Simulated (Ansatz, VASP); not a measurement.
# Two plane-wave programs on TiRuC4N4

```
CELL_PARAMETERS angstrom
5.88435 0.00000 0.00000
0.00000 5.88435 0.00000
0.00000 0.00000 5.88435
ATOMIC_POSITIONS crystal
Ti 0.50000 0.50000 0.50000
Ru 0.00000 0.00000 0.00000
C 0.18603 0.18603 0.18603
C 0.18603 0.81397 0.81397
C 0.81397 0.18603 0.81397
C 0.81397 0.81397 0.18603
N 0.30082 0.30082 0.30082
N 0.30082 0.69918 0.69918
N 0.69918 0.30082 0.69918
N 0.69918 0.69918 0.30082
```

Alike in both runs: task single point; functional PBE; k mesh 4 × 4 × 4; occupations gaussian, width 0.1 eV; collinear spin.

|  | VASP | Ansatz |
| --- | --- | --- |
| version | VASP 6.6.1 | Ansatz 0.2.0 |
| potentials or method | VASP PAW PBE potentials, release 64 (Ti_sv, Ru_pv, C, N), cutoff 520 eV | scalar-relativistic, plane waves, PAW |
| valence electrons in the cell | 62 | 64 |

```tsv
	VASP	Ansatz	Ansatz less VASP
gap on the k mesh at the Fermi level (eV)	none	none	-
pressure (GPa)	2.4	2.1	-0.34
rms of the force components (eV/Å)	1.842	1.667	-0.1749
net moment per atom (μB)	0.18	0.18	-0.001
size of the moment on the site where the two differ most (μB)	0.67	0.42	-0.253
```

Site moments also hang on the region over which each program counts them. Atom by atom the forces differ by 0.187 eV/Å (rms over components). A gap of «none» marks a metal or a gap that the smearing closes. VASP's potentials hold 62 valence electrons a cell and Ansatz's 64, so a difference there can come from the potentials and not from the codes.

Noted on VASP's run: the standard files for N, O and F lose accuracy on very short bonds.
